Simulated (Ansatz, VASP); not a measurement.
## YbNbS2 in VASP and in Ansatz

The input POSCAR:

```
YbNbS2
1.0
    1.7517450000      3.0341100000      0.0000000000
   -1.7517450000      3.0341100000      0.0000000000
   -1.7517450000      1.0113670000      6.9282060000
Nb Yb S
1 1 2
Direct
    0.0000000000      0.0000000000      0.0000000000
    0.5000000000      0.0000000000      0.5000000000
    0.2740000000      0.4520000000      0.8220000000
    0.7260000000      0.5480000000      0.1780000000
```

The input INCAR.step1:

```
PREC = Accurate ; ENCUT = 520
ISMEAR = -1 ; SIGMA = 0.042
LREAL = False ; LASPH = True
NELM = 60 ; NBANDS = 32
GGA = PE ; ALGO = Normal
EDIFF = 1E-4 ; LWAVE = True
LCHARG = False
```

INCAR.step2

```
PREC = Accurate ; ENCUT = 520
EDIFF = 1E-6 ; ISMEAR = -1
SIGMA = 0.042 ; LREAL = False
LASPH = True ; NELM = 60
ALGO = Normal ; ISIF = 2
LWAVE = False ; LCHARG = False
METAGGA = R2SCAN ; LMIXTAU = True
NBANDS = 32 ; ISTART = 1
```

KPOINTS

```
regular mesh
0
Gamma
  6 6 6
```

Input for Ansatz:

```yaml
crystal:
  lattice:
    - [1.751745, 3.03411, 0.0]
    - [-1.751745, 3.03411, 0.0]
    - [-1.751745, 1.011367, 6.928206]
  atoms:
    - { symbol: Nb, position: [0.0, 0.0, 0.0] }
    - { symbol: Yb, position: [0.5, 0.0, 0.5] }
    - { symbol: S, position: [0.274, 0.452, 0.822] }
    - { symbol: S, position: [0.726, 0.548, 0.178] }
  symmetry: { tolerance: 0.0003 }
kpoints:
  mp_grid: { grid: [6, 6, 6], shift: [0, 0, 0] }
magnetization:
  spin_polarized: false
scf:
  occupations: { method: fermi_dirac, width: 0.042 }
hamiltonian:
  pseudopotentials: { kind: paw }
  xc: r2scan
basis:
  ecutwfc: 500
output:
  forces: true
  stress: true
  eigenvalues: true
```

Alike in both runs: task single point; functional r2SCAN; k mesh 6 × 6 × 6; occupations fermi-dirac, width 0.042 eV; no spin polarisation.

|  | VASP | Ansatz |
| --- | --- | --- |
| version | VASP 6.6.1 | Ansatz 0.2.0 |
| potentials or method | VASP PAW PBE potentials, release 64 (Nb_sv, Yb, S), cutoff 520 eV | PAW plane waves |
| valence electrons in the cell | 49 | 49 |

```tsv
	VASP	Ansatz	Ansatz less VASP
gap on the k mesh at the Fermi level (eV)	none	none	-
pressure (GPa)	12.5	14.3	+1.81
traceless stress, the component that is largest in VASP (GPa)	-6.52	-6.48	+0.032
rms of the force components (eV/Å)	1.841	1.853	+0.0118
```

VASP's potentials were made for PBE, not for r2SCAN. Atom by atom the forces differ by 0.012 eV/Å (rms over components). A gap of «none» marks a metal or a gap that the smearing closes. Ansatz's warnings: structure snapped to symmetry.

Spin-orbit coupling is off throughout.
